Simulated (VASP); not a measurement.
# BiB2 (P4/mbm) in VASP: notebook, part 2 of 2

VASP 6.6.1.

### 3 Relaxation of cell and atoms, PBE

This run uses another cell than the first one, of 15.33 Å³/atom.

INCAR

```
ALGO = Normal
EDIFF = 1E-7
EDIFFG = -0.04
ENCUT = 600
GGA = PE
IBRION = 2
ISIF = 3
ISMEAR = 0
LASPH = T
LCHARG = F
LREAL = F
LWAVE = F
NELM = 100
NSW = 90
PREC = Accurate
SIGMA = 0.1
```

KPOINTS

```
k-points
0
Gamma
  4 4 8
```

POSCAR

```
BiB2
1.0
    6.3062977000      0.0000000000      0.0000000000
    0.0000000000      6.3062977000      0.0000000000
    0.0000000000      0.0000000000      2.3124215800
B Bi
4 2
Direct
    0.1767953900      0.3232046100      0.0000000000
    0.3232046100      0.8232046100      0.0000000000
    0.8232046100      0.6767953900      0.0000000000
    0.6767953900      0.1767953900      0.0000000000
    0.0000000000      0.0000000000      0.0000000000
    0.5000000000      0.5000000000      0.0000000000
```

Potentials or basis: VASP PAW PBE potentials, release 64 (B, Bi_d).

Started as:

```sh
cat potpaw_PBE.64/B/POTCAR potpaw_PBE.64/Bi_d/POTCAR > POTCAR
mpirun -np 1 vasp_std > vasp.out
```

OUTCAR:

```text
EDIFF = 1E-7
   EDIFFG = -0.04
   ENCUT = 600
   GGA = PE
   IBRION = 2
   ISIF = 3
   ISMEAR = 0
   LASPH = T
   LREAL = F
   NELM = 100
   NSW = 90
   PREC = Accurate

 ion  position               nearest neighbor table
   1  0.177  0.323  0.000-   5 2.32   6 2.32
   2  0.323  0.823  0.000-   5 2.32   6 2.32
   3  0.823  0.677  0.000-   5 2.32   6 2.32
   4  0.677  0.177  0.000-   5 2.32   6 2.32
   5  0.000  0.000  0.000-   1 2.32   2 2.32   3 2.32   4 2.32
   6  0.500  0.500  0.000-   1 2.32   2 2.32   3 2.32   4 2.32

  LATTYP: Found a simple tetragonal cell.
 ALAT       =     6.3062977000
 C/A-ratio  =     0.3666844938

  Lattice vectors:

 A1 = (   6.3062977000,   0.0000000000,   0.0000000000)
 A2 = (   0.0000000000,   6.3062977000,   0.0000000000)
 A3 = (   0.0000000000,   0.0000000000,   2.3124215800)

Analysis of symmetry for initial positions (statically):
=====================================================================
 Subroutine PRICEL returns:
 Original cell was already a primitive cell.

 Routine SETGRP: Setting up the symmetry group for a
 simple tetragonal supercell.

 Subroutine GETGRP returns: Found 16 space group operations
 (whereof  8 operations were pure point group operations)
 out of a pool of 16 trial point group operations.

The static configuration has the point symmetry C_4h.
 The point group associated with its full space group is D_4h.

Analysis of symmetry for dynamics (positions and initial velocities):
=====================================================================
 Subroutine PRICEL returns:
 Original cell was already a primitive cell.

 Routine SETGRP: Setting up the symmetry group for a
 simple tetragonal supercell.

 Subroutine GETGRP returns: Found 16 space group operations
 (whereof  8 operations were pure point group operations)
 out of a pool of 16 trial point group operations.

The dynamic configuration has the point symmetry C_4h.
 The point group associated with its full space group is D_4h.

 Subroutine INISYM returns: Found 16 space group operations
 (whereof  8 operations are pure point group operations),
 and found     1 'primitive' translations

----------------------------------------------------------------------------------------

                                     Primitive cell

  volume of cell :      91.9636

  direct lattice vectors                    reciprocal lattice vectors
     6.306297700  0.000000000  0.000000000     0.158571645  0.000000000  0.000000000
     0.000000000  6.306297700  0.000000000     0.000000000  0.158571645  0.000000000
     0.000000000  0.000000000  2.312421580     0.000000000  0.000000000  0.432447097

  length of vectors
     6.306297700  6.306297700  2.312421580     0.158571645  0.158571645  0.432447097

  position of ions in fractional coordinates (direct lattice)
     0.176795390  0.323204610  0.000000000
     0.323204610  0.823204610  0.000000000
     0.823204610  0.676795390  0.000000000
     0.676795390  0.176795390  0.000000000
     0.000000000  0.000000000  0.000000000
     0.500000000  0.500000000  0.000000000

  ion indices of the primitive-cell ions
   primitive index   ion index
                 1           1
                 2           2
                 3           3
                 4           4
                 5           5
                 6           6

----------------------------------------------------------------------------------------

 KPOINTS: k-points

Automatic generation of k-mesh.
 Grid dimensions read from file:
 generate k-points for:    4    4    8

 Generating k-lattice:

  Cartesian coordinates                     Fractional coordinates (reciprocal lattice)
     0.039642911  0.000000000  0.000000000     0.250000000  0.000000000  0.000000000
     0.000000000  0.039642911  0.000000000     0.000000000  0.250000000  0.000000000
     0.000000000  0.000000000  0.054055887     0.000000000  0.000000000  0.125000000

  Length of vectors
     0.039642911  0.039642911  0.054055887

  Shift w.r.t. Gamma in fractional coordinates (k-lattice)
     0.000000000  0.000000000  0.000000000

 Subroutine IBZKPT returns following result:
 ===========================================

 Found     30 irreducible k-points:

 Following reciprocal coordinates:
            Coordinates               Weight
  0.000000  0.000000  0.000000      1.000000
  0.250000  0.000000  0.000000      4.000000
  0.500000  0.000000  0.000000      2.000000
  0.250000  0.250000  0.000000      4.000000
  0.500000  0.250000  0.000000      4.000000
  0.500000  0.500000  0.000000      1.000000
[... 16 lines left out ...]
  0.500000  0.250000  0.375000      8.000000
  0.500000  0.500000  0.375000      2.000000
 [... further k-points ...]
   k-points           NKPTS =     30   k-points in BZ     NKDIM =     30   number of bands    NBANDS=     25
   number of dos      NEDOS =    301   number of ions     NIONS =      6
   total plane-waves  NPLWV =  45000
   dimension x,y,z NGX =    50 NGY =   50 NGZ =   18
   dimension x,y,z NGXF=   100 NGYF=  100 NGZF=   36
   ions per type =               4   2
   NGX,Y,Z   is equivalent  to a cutoff of  13.18, 13.18, 12.94 a.u.
   NGXF,Y,Z  is equivalent  to a cutoff of  26.36, 26.36, 25.88 a.u.
 SYSTEM =  unknown system
   PREC   = accura    normal or accurate (medium, high low for compatibility)
   ISTART =      0    job   : 0-new  1-cont  2-samecut
   ICHARG =      2    charge: 1-file 2-atom 10-const
   ISPIN  =      1    spin polarized calculation?
   LNONCOLLINEAR =      F non collinear calculations
   LSORBIT =      F    spin-orbit coupling
   LASPH  =      T    aspherical Exc in radial PAW
   ENCUT  =  600.0 eV  44.10 Ry    6.64 a.u.  12.60 12.60  4.62*2*pi/ulx,y,z
   NELM   =    100;   NELMIN=  2; NELMDL= -5     # of ELM steps
   EDIFF  = 0.1E-06   stopping-criterion for ELM
   LREAL  =      F    real-space projection
   EDIFFG = -.4E-01   stopping-criterion for IOM
   NSW    =     90    number of steps for IOM
   IBRION =      2    ionic relax: 0-MD 1-quasi-New 2-CG
   NFREE  =      1    steps in history (QN), initial steepest desc. (CG)
   ISIF   =      3    stress and relaxation
   ISYM   =      2    0-nonsym 1-usesym 2-fastsym
   POTIM  = 0.5000    time-step for ionic-motion
   TEBEG  =    0.0;   TEEND  =   0.0 temperature during run
   PSTRESS=    0.0 pullay stress
   NELECT =      42.0000    total number of electrons
   NUPDOWN=      -1.0000    fix difference up-down
   EMIN   =  10.00;   EMAX   =-10.00  energy-range for DOS
   EFERMI =   0.00;   METHOD = LEGACY
   ISMEAR =     0;   SIGMA  =   0.10  broadening in eV -4-tet -1-fermi 0-gaus
   EFERMI_NEDOS =   21; number of points for ismear=-14 and -15
   IALGO  =     38    algorithm
   IMIX   =      4    mixing-type and parameters
     AMIX     =   0.40;   BMIX     =  1.00
     AMIX_MAG =   1.60;   BMIX_MAG =  1.00
  volume/ion in A,a.u.               =      15.33       103.43
  Fermi-wavevector in a.u.,A,eV,Ry     =   1.260722  2.382419 21.625366  1.589420
  Thomas-Fermi vector in A             =   2.394217
   LORBIT       =      0    0 simple, 1 ext, 2 COOP (PROOUT), +10 PAW based schemes
   GGA     = PE    functional components
   LHFCALC =     F    Hartree Fock is set to
   AEXX    =    0.0000 exact exchange contribution
   IVDW    =     0    specifies the selected vdW correction
   LEPSILON=     F    determine dielectric tensor
   LRPA    =     F    only Hartree local field effects (RPA)
 conjugate gradient relaxation of ions
 non-spin polarized calculation
 Gauss-broadening in eV      SIGMA  =   0.10
  energy-cutoff  :      600.00
  volume of cell :       91.96
 maximum number of plane-waves:      3105
   NGX = 25   NGY = 25   NGZ =  9

--------------------------------------- Ionic step        1  -------------------------------------------

 number of electron      42.0000014 magnetization

 Free energy of the ion-electron system (eV)
  ---------------------------------------------------
  ext. energy  EPLUGINS =         0.00000000
  ---------------------------------------------------
  free energy    TOTEN  =       -14.61668576 eV

  energy without entropy =      -14.61412819  energy(sigma->0) =      -14.61540697

------------------------ aborting loop because EDIFF is reached ----------------------------------------

  FORCE on cell =-STRESS in cart. coord.  units (eV):
  Direction    XX          YY          ZZ          XY          YZ          ZX
  --------------------------------------------------------------------------------------
  -------------------------------------------------------------------------------------
  Total       10.3617145     10.3617145     51.7543633      0.0000000      0.0000000      0.0000000
  in kB      180.5203861    180.5203861    901.6575054      0.0000000      0.0000000      0.0000000
  external PRESSURE =     420.8994259 kB  Pullay stress =       0.0000000 kB
[... 1464 lines left out ...]
     24       4.6784      2.00000
     25       6.5481      0.00000

 [... further k-points ...]

[... ionic steps 4 to 40 ...]

--------------------------------------- Ionic step       41  -------------------------------------------

 number of electron      41.9999983 magnetization

------------------------ aborting loop because EDIFF is reached ----------------------------------------
[... 75 lines left out ...]
--------------------------------------- Ionic step       43  -------------------------------------------

 number of electron      41.9999987 magnetization

 Free energy of the ion-electron system (eV)
  ---------------------------------------------------
  ext. energy  EPLUGINS =         0.00000000
  ---------------------------------------------------
  free energy    TOTEN  =       -25.77731683 eV

  energy without entropy =      -25.75929133  energy(sigma->0) =      -25.76830408

 E-fermi :   5.6058     XC(G=0): -10.0497

 val. band max:        5.5788260747   @ k =   0.0000   0.0000   0.5000
 cond. band min:       5.6237479233   @ k =   0.5000   0.2500   0.3750
 fundamental gap:      0.0449218487
 Fermi energy:         5.6057649952
[... 705 lines left out ...]
  FREE ENERGIE OF THE ION-ELECTRON SYSTEM (eV)
  ---------------------------------------------------
  free  energy   TOTEN  =       -25.7773168288 eV

  energy  without entropy=      -25.7592913315  energy(sigma->0) =      -25.76830408

 reached required accuracy - stopping structural energy minimisation
```

OSZICAR:

```text
N       E                     dE             d eps       ncg     rms          rms(c)
DAV:   1     0.437031515393E+03    0.43703E+03   -0.23132E+04  1500   0.213E+03
DAV:   2     0.294203270511E+02   -0.40761E+03   -0.40305E+03  1558   0.523E+02
DAV:   3    -0.135535926708E+02   -0.42974E+02   -0.41953E+02  1933   0.174E+02
[... 498 lines left out ...]
DAV:   3    -0.257773579290E+02    0.17288E-03   -0.31074E-04  1781   0.134E-01    0.350E-02
DAV:   4    -0.257773156327E+02    0.42296E-04   -0.13840E-04  2057   0.795E-02    0.618E-03
DAV:   5    -0.257773164201E+02   -0.78740E-06   -0.22194E-05  1862   0.339E-02    0.326E-03
DAV:   6    -0.257773167547E+02   -0.33464E-06   -0.16087E-06  1810   0.873E-03    0.871E-04
DAV:   7    -0.257773168288E+02   -0.74126E-07   -0.95943E-08   956   0.325E-03
  43 F= -.25777317E+02 E0= -.25768304E+02  d E =-.731254E-02
```

Wall time 59 min (1 thread of Oxide Virtual Turin-like, shared host); peak memory 0.21 GiB.

What came out:

- Free energy: -25.7773 eV
- Relaxed volume: 17.79 Å³/atom
- Relaxed cell: a = 5.929 Å, b = 5.929 Å, c = 3.037 Å, α = 90.00°, β = 90.00°, γ = 90.00°
- Space group after relaxing (to 0.1 Å): P4/mbm (No. 127)
- Energy gained by relaxing: 1860.1 meV/atom
- Ionic steps: 43
- Pressure after relaxing: 0.2 GPa
- Largest force after relaxing: 0.034 eV/Å
- Band gap on the k mesh: zero (bands 21 and 22 overlap by 3.77 eV)

Forces in eV/Å, atoms in the order of the input:
```
B   -0.024  0.024  0.000
B    0.024  0.024  0.000
B    0.024 -0.024  0.000
B   -0.024 -0.024  0.000
Bi   0.000  0.000  0.000
Bi   0.000  0.000  0.000
```

Step by step:
```
step  energy change (eV)  largest force (eV/Å)  pressure (GPa)  volume (Å³)
   1              0.0000                1.2079           42.09        91.96
   3             -4.5642                0.6979            1.92       123.88
   5             -4.6968                0.5637           -1.64       134.04
   7             -5.1304                1.9041            2.13       119.38
   9             -5.0190                5.2406           19.53        97.93
  11             -5.0897                5.4131           20.43        97.01
  13             -5.3370                6.1560           25.63        93.33
  15             -5.6011                6.3297           38.52        87.63
  17             -5.8558                5.2276           44.10        85.98
  19             -7.4637                3.7845           33.64        89.51
  21            -10.2538                3.1446            9.89       106.44
  23            -10.8279                0.5773            0.01       113.79
  25            -10.8292                0.4333            0.42       113.37
  27            -10.8726                0.1797           -0.40       114.29
  29            -10.9129                1.0185           -3.31       118.21
  31            -10.9539                0.5570           -2.48       116.66
  33            -11.0163                0.4273           -3.55       116.10
  35            -11.1211                0.0326           -1.65       110.91
  37            -11.1429                0.2113           -0.26       107.88
  39            -11.1490                0.1289            0.25       107.02
  41            -11.1587                0.0149            0.48       106.51
  43            -11.1606                0.0341            0.17       106.73
```

Final structure:
```xyz
6
Lattice="5.9286 0.0000 0.0000 0.0000 5.9286 0.0000 0.0000 0.0000 3.0367" Properties=species:S:1:pos:R:3 pbc="T T T"
B     0.5631    2.4011    0.0000
B     2.4011    5.3654    0.0000
B     5.3654    3.5274    0.0000
B     3.5274    0.5631    0.0000
Bi    0.0000    0.0000    0.0000
Bi    2.9643    2.9643    0.0000
```

Caveat: the volume moved by over 15 % at a fixed basis, so the end points are rough; spin-orbit coupling is left out, which moves the levels of the heavy elements.

The gap in the log of VASP goes by the Fermi energy; the results here count the filled bands.